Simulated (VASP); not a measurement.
# SiC2 (P3m1) in VASP: notebook

Runs on SiC2. Level: PBE. Tasks: single point.

All numbers are computed with VASP 6.6.1; they aren't measurements. Logs are shortened: lines on timing, memory, paths and dates and some standing lists are left out, and cuts for length are marked.

### Step 1. The cell of the first run

The structure is trigonal, space group P3m1 (No. 156). Conventional cell: a = 2.881 Å, b = 2.881 Å, c = 7.066 Å, α = 90.00°, β = 90.00°, γ = 120.00°. C (site symmetry 3m) has 3 C at 1.74 Å and 1 Si at 1.85 Å within 2.3 Å. Within 2.0 Å of C (site symmetry 3m) lie 1 C at 1.51 Å and 3 Si at 1.80 Å. C (site symmetry 3m) has 4 Si at 1.79 to 1.84 Å within 2.4 Å. Within 2.0 Å of C (site symmetry 3m) lie 4 C at 1.51 to 1.74 Å. Si (site symmetry 3m) has 4 C at 1.80 to 1.84 Å within 2.4 Å. Within 2.4 Å of Si (site symmetry 3m) lie 4 C at 1.79 to 1.85 Å.

### Step 2. Single point, PBE (volume changed by -6%)

Contents of INCAR:

```
PREC = Accurate ; ENCUT = 520
EDIFF = 1E-7 ; ISMEAR = 0
SIGMA = 0.01 ; LREAL = False
LASPH = True ; NELM = 60
ALGO = Normal ; ISIF = 2
LWAVE = False ; LCHARG = True
GGA = PE ; LELF = True
LVHAR = True ; NBANDS = 21
```

Contents of KPOINTS:

```
regular mesh
0
Gamma
  9 9 4
```

Contents of POSCAR:

```
SiC2
1.0
    2.8814044302      0.0000000000      0.0000000000
   -1.4407022151      2.4953694351      0.0000000000
    0.0000000000      0.0000000000      7.0657867354
C Si
4 2
Direct
    0.0000000000      0.0000000000     -0.0204522896
    0.6666666667      0.3333333333      0.6921920663
    0.3333333333      0.6666666667      0.3354215903
    0.6666666667      0.3333333333      0.9057912604
    0.3333333333      0.6666666667      0.5952532218
    0.0000000000      0.0000000000      0.2417941508
```

Potentials or basis: VASP PAW PBE potentials, release 64 (C, Si).

Started as:

```console
$ cat potpaw_PBE.64/C/POTCAR potpaw_PBE.64/Si/POTCAR > POTCAR
$ mpirun -np 1 vasp_std > vasp.out
```

OUTCAR:

```text
PREC = Accurate
   ENCUT = 520
   EDIFF = 1E-7
   ISMEAR = 0
   LREAL = False
   LASPH = True
   NELM = 60
   ISIF = 2
   GGA = PE

 ion  position               nearest neighbor table
   1  0.000  0.000  0.980-   4 1.74   4 1.74   4 1.74   6 1.85
   2  0.667  0.333  0.692-   4 1.51   5 1.80   5 1.80   5 1.80
   3  0.333  0.667  0.335-   6 1.79   6 1.79   6 1.79   5 1.84
   4  0.667  0.333  0.906-   2 1.51   1 1.74   1 1.74   1 1.74
   5  0.333  0.667  0.595-   2 1.80   2 1.80   2 1.80   3 1.84   6 3.00   6 3.00   6 3.00
   6  0.000  0.000  0.242-   3 1.79   3 1.79   3 1.79   1 1.85   5 3.00   5 3.00   5 3.00

  LATTYP: Found a hexagonal cell.
 ALAT       =     2.8814044302
 C/A-ratio  =     2.4522023571

  Lattice vectors:

 A1 = (   2.8814044302,   0.0000000000,   0.0000000000)
 A2 = (  -1.4407022151,   2.4953694351,   0.0000000000)
 A3 = (   0.0000000000,   0.0000000000,   7.0657867354)

Analysis of symmetry for initial positions (statically):
=====================================================================
 Subroutine PRICEL returns:
 Original cell was already a primitive cell.

 Routine SETGRP: Setting up the symmetry group for a
 hexagonal supercell.

 Subroutine GETGRP returns: Found  6 space group operations
 (whereof  6 operations were pure point group operations)
 out of a pool of 24 trial point group operations.

The static configuration has the point symmetry C_3v.

Analysis of symmetry for dynamics (positions and initial velocities):
=====================================================================
 Subroutine PRICEL returns:
 Original cell was already a primitive cell.

 Routine SETGRP: Setting up the symmetry group for a
 hexagonal supercell.

 Subroutine GETGRP returns: Found  6 space group operations
 (whereof  6 operations were pure point group operations)
 out of a pool of 24 trial point group operations.

The dynamic configuration has the point symmetry C_3v.

 Subroutine INISYM returns: Found  6 space group operations
 (whereof  6 operations are pure point group operations),
 and found     1 'primitive' translations

----------------------------------------------------------------------------------------

                                     Primitive cell

  volume of cell :      50.8042

  direct lattice vectors                    reciprocal lattice vectors
     2.881404430  0.000000000  0.000000000     0.347052982  0.200371133  0.000000000
    -1.440702215  2.495369435  0.000000000     0.000000000  0.400742265  0.000000000
     0.000000000  0.000000000  7.065786735     0.000000000  0.000000000  0.141527057

  length of vectors
     2.881404430  2.881404430  7.065786735     0.400742265  0.400742265  0.141527057

  position of ions in fractional coordinates (direct lattice)
     0.000000000  0.000000000  0.979547710
     0.666666667  0.333333333  0.692192066
     0.333333333  0.666666667  0.335421590
     0.666666667  0.333333333  0.905791260
     0.333333333  0.666666667  0.595253222
     0.000000000  0.000000000  0.241794151

  ion indices of the primitive-cell ions
   primitive index   ion index
                 1           1
                 2           2
                 3           3
                 4           4
                 5           5
                 6           6

----------------------------------------------------------------------------------------

 KPOINTS: regular mesh

Automatic generation of k-mesh.
 Grid dimensions read from file:
 generate k-points for:    9    9    4

 Generating k-lattice:

  Cartesian coordinates                     Fractional coordinates (reciprocal lattice)
     0.038561442  0.022263459  0.000000000     0.111111111 -0.000000000  0.000000000
     0.000000000  0.044526918  0.000000000     0.000000000  0.111111111  0.000000000
     0.000000000  0.000000000  0.035381764     0.000000000  0.000000000  0.250000000

  Length of vectors
     0.044526918  0.044526918  0.035381764

  Shift w.r.t. Gamma in fractional coordinates (k-lattice)
     0.000000000  0.000000000  0.000000000

 Subroutine IBZKPT returns following result:
 ===========================================

 Found     43 irreducible k-points:

 Following reciprocal coordinates:
            Coordinates               Weight
  0.000000  0.000000  0.000000      1.000000
  0.111111  0.000000  0.000000      6.000000
  0.222222  0.000000  0.000000      6.000000
  0.333333  0.000000  0.000000      6.000000
  0.444444  0.000000  0.000000      6.000000
  0.111111  0.111111  0.000000      6.000000
[... 16 lines left out ...]
  0.222222  0.111111  0.250000     12.000000
 -0.111111  0.333333  0.250000     12.000000
 [... further k-points ...]
   k-points           NKPTS =     43   k-points in BZ     NKDIM =     43   number of bands    NBANDS=     21
   number of dos      NEDOS =    301   number of ions     NIONS =      6
   total plane-waves  NPLWV =  31104
   dimension x,y,z NGX =    24 NGY =   24 NGZ =   54
   dimension x,y,z NGXF=    48 NGYF=   48 NGZF=  108
   ions per type =               4   2
   NGX,Y,Z   is equivalent  to a cutoff of  13.85, 13.85, 12.71 a.u.
   NGXF,Y,Z  is equivalent  to a cutoff of  27.69, 27.69, 25.41 a.u.
 SYSTEM =  unknown system
   PREC   = accura    normal or accurate (medium, high low for compatibility)
   ISTART =      0    job   : 0-new  1-cont  2-samecut
   ICHARG =      2    charge: 1-file 2-atom 10-const
   ISPIN  =      1    spin polarized calculation?
   LNONCOLLINEAR =      F non collinear calculations
   LSORBIT =      F    spin-orbit coupling
   LASPH  =      T    aspherical Exc in radial PAW
   ENCUT  =  520.0 eV  38.22 Ry    6.18 a.u.   5.36  5.36 13.14*2*pi/ulx,y,z
   NELM   =     60;   NELMIN=  2; NELMDL= -5     # of ELM steps
   EDIFF  = 0.1E-06   stopping-criterion for ELM
   LREAL  =      F    real-space projection
   EDIFFG = 0.1E-05   stopping-criterion for IOM
   NSW    =      0    number of steps for IOM
   IBRION =     -1    ionic relax: 0-MD 1-quasi-New 2-CG
   NFREE  =      0    steps in history (QN), initial steepest desc. (CG)
   ISIF   =      2    stress and relaxation
   ISYM   =      2    0-nonsym 1-usesym 2-fastsym
   POTIM  = 0.5000    time-step for ionic-motion
   TEBEG  =    0.0;   TEEND  =   0.0 temperature during run
   PSTRESS=    0.0 pullay stress
   NELECT =      24.0000    total number of electrons
   NUPDOWN=      -1.0000    fix difference up-down
   EMIN   =  10.00;   EMAX   =-10.00  energy-range for DOS
   EFERMI =   0.00;   METHOD = LEGACY
   ISMEAR =     0;   SIGMA  =   0.01  broadening in eV -4-tet -1-fermi 0-gaus
   EFERMI_NEDOS =   21; number of points for ismear=-14 and -15
   IALGO  =     38    algorithm
   IMIX   =      4    mixing-type and parameters
     AMIX     =   0.40;   BMIX     =  1.00
     AMIX_MAG =   1.60;   BMIX_MAG =  1.00
  volume/ion in A,a.u.               =       8.47        57.14
  Fermi-wavevector in a.u.,A,eV,Ry     =   1.275005  2.409411 22.118160  1.625639
  Thomas-Fermi vector in A             =   2.407742
   LORBIT       =      0    0 simple, 1 ext, 2 COOP (PROOUT), +10 PAW based schemes
   GGA     = PE    functional components
   LHFCALC =     F    Hartree Fock is set to
   AEXX    =    0.0000 exact exchange contribution
   IVDW    =     0    specifies the selected vdW correction
   LEPSILON=     F    determine dielectric tensor
   LRPA    =     F    only Hartree local field effects (RPA)
 non-spin polarized calculation
 Gauss-broadening in eV      SIGMA  =   0.01
  energy-cutoff  :      520.00
  volume of cell :       50.80
 maximum number of plane-waves:      1406
 NGX is ok and might be reduce to    24
   NGX = 11   NGY = 11   NGZ = 27

 number of electron      24.0000000 magnetization

 Free energy of the ion-electron system (eV)
  ---------------------------------------------------
  ext. energy  EPLUGINS =         0.00000000
  ---------------------------------------------------
  free energy    TOTEN  =       -45.57014805 eV

  energy without entropy =      -45.57014805  energy(sigma->0) =      -45.57014805

 E-fermi :   9.4798     XC(G=0): -11.9634

 val. band max:        9.3628733873   @ k =   0.0000   0.0000   0.0000
 cond. band min:      10.7656401064   @ k =   0.4444   0.0000   0.0000
 fundamental gap:      1.4027667191
 Fermi energy:         9.4798141170

 k-point     1 :       0.0000    0.0000    0.0000
  band No.  band energies     occupation
      1      -8.6103      2.00000
      2      -6.2943      2.00000
      3      -5.4243      2.00000
      4       0.9885      2.00000
      5       2.1072      2.00000
      6       6.6216      2.00000
[... 13 lines left out ...]
     20      17.7662      0.00000
     21      17.8650      0.00000

 k-point     2 :       0.1111    0.0000    0.0000
  band No.  band energies     occupation
      1      -8.3786      2.00000
      2      -6.0642      2.00000
      3      -5.1892      2.00000
      4       1.1081      2.00000
      5       2.2832      2.00000
      6       5.4916      2.00000
[... 13 lines left out ...]
     20      18.1323      0.00000
     21      18.3172      0.00000

 k-point     3 :       0.2222    0.0000    0.0000
  band No.  band energies     occupation
      1      -7.6958      2.00000
      2      -5.3902      2.00000
      3      -4.5004      2.00000
      4       1.2333      2.00000
      5       2.6761      2.00000
      6       3.5287      2.00000
[... 13 lines left out ...]
     20      18.9113      0.00000
     21      19.4354      0.00000
[... 457 lines left out ...]
 k-point    23 :       0.2222    0.1111    0.2500
  band No.  band energies     occupation
      1      -6.9588      2.00000
      2      -5.2524      2.00000
      3      -3.1246      2.00000
      4       0.2931      2.00000
      5       2.1738      2.00000
      6       3.5489      2.00000
[... 13 lines left out ...]
     20      18.3601      0.00000
     21      19.3326      0.00000

 k-point    24 :      -0.1111    0.3333    0.2500
  band No.  band energies     occupation
      1      -6.9618      2.00000
      2      -5.2331      2.00000
      3      -3.1749      2.00000
      4       0.3939      2.00000
      5       2.3869      2.00000
      6       3.4198      2.00000
[... 13 lines left out ...]
     20      18.7569      0.00000
     21      19.7328      0.00000

 [... further k-points ...]

------------------------ aborting loop because EDIFF is reached ----------------------------------------

  FORCE on cell =-STRESS in cart. coord.  units (eV):
  Direction    XX          YY          ZZ          XY          YZ          ZX
  --------------------------------------------------------------------------------------
  -------------------------------------------------------------------------------------
  Total        5.1859795      5.1859795      5.9646624     -0.0000000     -0.0000000      0.0000000
  in kB      163.5466977    163.5466977    188.1034908     -0.0000000     -0.0000000      0.0000000
  external PRESSURE =     171.7322954 kB  Pullay stress =       0.0000000 kB

 VOLUME and BASIS-vectors are now :
 -----------------------------------------------------------------------------
  energy-cutoff  :      520.00
  volume of cell :       50.80
      direct lattice vectors                 reciprocal lattice vectors
     2.881404430  0.000000000  0.000000000     0.347052982  0.200371133  0.000000000
    -1.440702215  2.495369435  0.000000000     0.000000000  0.400742265  0.000000000
     0.000000000  0.000000000  7.065786735     0.000000000  0.000000000  0.141527057

 POSITION                                       TOTAL-FORCE (eV/Angst)
 -----------------------------------------------------------------------------------
      0.00000      0.00000      6.92128        -0.000000     -0.000000     -0.229776
      1.44070      0.83179      4.89088         0.000000     -0.000000     -0.047919
     -0.00000      1.66358      2.37002        -0.000000     -0.000000      0.163503
      1.44070      0.83179      6.40013        -0.000000      0.000000      0.531572
     -0.00000      1.66358      4.20593        -0.000000      0.000000     -0.278484
      0.00000      0.00000      1.70847         0.000000     -0.000000     -0.138896
 -----------------------------------------------------------------------------------
    total drift:                               -0.000000      0.000000     -0.000025

  FREE ENERGIE OF THE ION-ELECTRON SYSTEM (eV)
  ---------------------------------------------------
  free  energy   TOTEN  =       -45.5701480453 eV

  energy  without entropy=      -45.5701480453  energy(sigma->0) =      -45.57014805
```

Wall time 28 s (1 thread of Intel Xeon Platinum 8488C (Sapphire Rapids), shared host); peak memory 0.19 GiB.

What came out:

* Free energy: -45.5701 eV
* Pressure: 17.2 GPa
* Largest force: 0.532 eV/Å
* Band gap on the k mesh: 1.40 eV, indirect (least direct gap 3.23 eV)

Forces in eV/Å, atoms in the order of the input:
```
C    0.000  0.000 -0.230
C    0.000  0.000 -0.048
C    0.000  0.000  0.164
C    0.000  0.000  0.532
Si   0.000  0.000 -0.278
Si   0.000  0.000 -0.139
```

Levels at points of the mesh, in eV from the valence-band top:
```
           k point  band 10  band 11  band 12  band 13  band 14  band 15
(0.00, 0.00, 0.00)    -0.73     0.00     0.00     3.46     4.97     4.97
(0.00, 0.00, 0.50)    -0.94    -0.14    -0.14     3.52     5.09     5.09
```

 A k mesh can miss the band edges.

### Step 3. Single point, PBE (volume changed by -3%)

Contents of INCAR:

```
SYSTEM = SiC2
PREC = Accurate
ENCUT = 520
EDIFF = 1E-6
ISMEAR = 0
SIGMA = 0.01
LREAL = .FALSE.
LASPH = .TRUE.
NELM = 60
ALGO = Normal
ISIF = 2
LWAVE = .FALSE.
LCHARG = .FALSE.
GGA = PE
NBANDS = 21
```

Contents of KPOINTS:

```
Automatic mesh
0
G
  9 9 4
  0 0 0
```

Changes to POSCAR since step 2:

```diff
@@ -2,5 +2,5 @@
 1.0
-    2.8814044302      0.0000000000      0.0000000000
-   -1.4407022151      2.4953694351      0.0000000000
-    0.0000000000      0.0000000000      7.0657867354
+    2.9117372322      0.0000000000      0.0000000000
+   -1.4558686161      2.5216384122      0.0000000000
+    0.0000000000      0.0000000000      7.1401689039
 C Si
```

Potentials or basis: VASP PAW PBE potentials, release 64 (C, Si).

Started as:

```console
$ cat potpaw_PBE.64/C/POTCAR potpaw_PBE.64/Si/POTCAR > POTCAR
$ mpirun -np 1 vasp_std > vasp.out
```

OUTCAR:

```text
SYSTEM = SiC2
   PREC = Accurate
   ENCUT = 520
   EDIFF = 1E-6
   ISMEAR = 0
   LREAL = .FALSE.
   LASPH = .TRUE.
   NELM = 60
   ISIF = 2
   GGA = PE

 ion  position               nearest neighbor table
   1  0.000  0.000  0.980-   4 1.76   4 1.76   4 1.76   6 1.87
   2  0.667  0.333  0.692-   4 1.53   5 1.82   5 1.82   5 1.82
   3  0.333  0.667  0.335-   6 1.81   6 1.81   6 1.81   5 1.86
   4  0.667  0.333  0.906-   2 1.53   1 1.76   1 1.76   1 1.76
   5  0.333  0.667  0.595-   2 1.82   2 1.82   2 1.82   3 1.86   6 3.03   6 3.03   6 3.03
   6  0.000  0.000  0.242-   3 1.81   3 1.81   3 1.81   1 1.87   5 3.03   5 3.03   5 3.03

  LATTYP: Found a hexagonal cell.
 ALAT       =     2.9117372322
 C/A-ratio  =     2.4522023570

  Lattice vectors:

 A1 = (   2.9117372322,   0.0000000000,   0.0000000000)
 A2 = (  -1.4558686161,   2.5216384122,   0.0000000000)
 A3 = (   0.0000000000,   0.0000000000,   7.1401689039)

Analysis of symmetry for initial positions (statically):
=====================================================================
 Subroutine PRICEL returns:
 Original cell was already a primitive cell.
[... 175 lines left out ...]
  free energy    TOTEN  =       -45.69676250 eV

  energy without entropy =      -45.69676250  energy(sigma->0) =      -45.69676250

 E-fermi :   9.0954     XC(G=0): -11.8200

 val. band max:        8.9675283755   @ k =   0.0000   0.0000   0.0000
 cond. band min:      10.3959931118   @ k =   0.4444  -0.0000   0.0000
 fundamental gap:      1.4284647363
 Fermi energy:         9.0954371294

 k-point     1 :       0.0000    0.0000    0.0000
  band No.  band energies     occupation
      1      -8.6931      2.00000
      2      -6.4410      2.00000
      3      -5.5827      2.00000
      4       0.7384      2.00000
      5       1.8327      2.00000
      6       6.2993      2.00000
[... 565 lines left out ...]
     20      18.1128      0.00000
     21      19.0669      0.00000

 [... further k-points ...]
[... 5 lines left out ...]
  --------------------------------------------------------------------------------------
  -------------------------------------------------------------------------------------
  Total        2.4724162      2.4724162      2.8523306     -0.0000000     -0.0000000      0.0000000
  in kB       75.5594313     75.5594313     87.1699837     -0.0000000     -0.0000000      0.0000000
  external PRESSURE =      79.4296154 kB  Pullay stress =       0.0000000 kB

 VOLUME and BASIS-vectors are now :
 -----------------------------------------------------------------------------
  energy-cutoff  :      520.00
  volume of cell :       52.43
      direct lattice vectors                 reciprocal lattice vectors
     2.911737232  0.000000000  0.000000000     0.343437584  0.198283782  0.000000000
    -1.455868616  2.521638412  0.000000000     0.000000000  0.396567563  0.000000000
     0.000000000  0.000000000  7.140168904     0.000000000  0.000000000  0.140052709

 POSITION                                       TOTAL-FORCE (eV/Angst)
 -----------------------------------------------------------------------------------
      0.00000      0.00000      6.99414        -0.000000      0.000000     -0.104217
      1.45587      0.84055      4.94237         0.000000     -0.000000     -0.041040
     -0.00000      1.68109      2.39497        -0.000000     -0.000000      0.076186
      1.45587      0.84055      6.46750        -0.000000      0.000000      0.265207
     -0.00000      1.68109      4.25021        -0.000000      0.000000     -0.131618
      0.00000      0.00000      1.72645        -0.000000      0.000000     -0.064518
 -----------------------------------------------------------------------------------
    total drift:                               -0.000000      0.000000     -0.000767

  FREE ENERGIE OF THE ION-ELECTRON SYSTEM (eV)
  ---------------------------------------------------
  free  energy   TOTEN  =       -45.6967625001 eV

  energy  without entropy=      -45.6967625001  energy(sigma->0) =      -45.69676250
```

Run time: 27 s. Hardware: 1 thread of Intel Xeon Platinum 8488C (Sapphire Rapids), shared host; peak memory 0.19 GiB.

Results:

| Quantity | Value |
| --- | --- |
| Free energy | -45.6968 eV |
| Pressure | 7.9 GPa |
| Largest force | 0.265 eV/Å |
| Band gap on the k mesh | 1.43 eV, indirect (least direct gap 3.17 eV) |

Forces on the atoms (eV/Å):
```
C    0.000  0.000 -0.104
C    0.000  0.000 -0.041
C    0.000  0.000  0.076
C    0.000  0.000  0.265
Si   0.000  0.000 -0.132
Si   0.000  0.000 -0.065
```

 A k mesh can miss the band edges.

(Part 1 of 2 ends here.)
